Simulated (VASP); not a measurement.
A run of VASP 6.6.1 is set up as follows.

The input INCAR:

```
PREC = Accurate
ENCUT = 520
EDIFF = 1E-6
ISMEAR = 0
SIGMA = 0.05
LREAL = F
LASPH = T
NELM = 100
ALGO = Normal
ISIF = 2
LWAVE = F
LCHARG = F
GGA = CA
NBANDS = 21
```

KPOINTS

```
Automatic mesh
0
Gamma
  8 8 3
```

POSCAR

```
Si
1.0
    2.7154700000     -2.7154700000      0.0000000000
    2.7154700000      0.0000000000     -2.7154700000
    5.9740340000      4.8878460000      5.4309400000
Si
6
Direct
    0.5583400000      0.6666666667      0.5416333333
    0.9583400000      0.0000000000      0.2083000000
    0.1583400000      0.3333333333      0.8749666667
    0.5083400000      0.6666666667      0.7916333333
    0.9083400000      1.0000000000      0.4583000000
    0.3083400000      0.3333333333      0.1249666667
```

Potentials or basis: VASP PAW LDA potentials, release 64 (Si).

Run with:

```sh
$ cat potpaw_LDA.64/Si/POTCAR > POTCAR
$ mpirun -np 1 vasp_std > vasp.out
```

Estimate the largest force.

0.932 eV/Å.

Estimate the band gap on the k mesh.

zero (band 12 reaches 6.15 eV, above the bottom of band 13 at 5.71 eV).

Estimate the pressure.

-2.2 GPa.

Stress tensor (GPa, compression positive):
```
-5.62  0.01 -1.84
 0.01  0.45  1.39
-1.84  1.39 -1.33
```
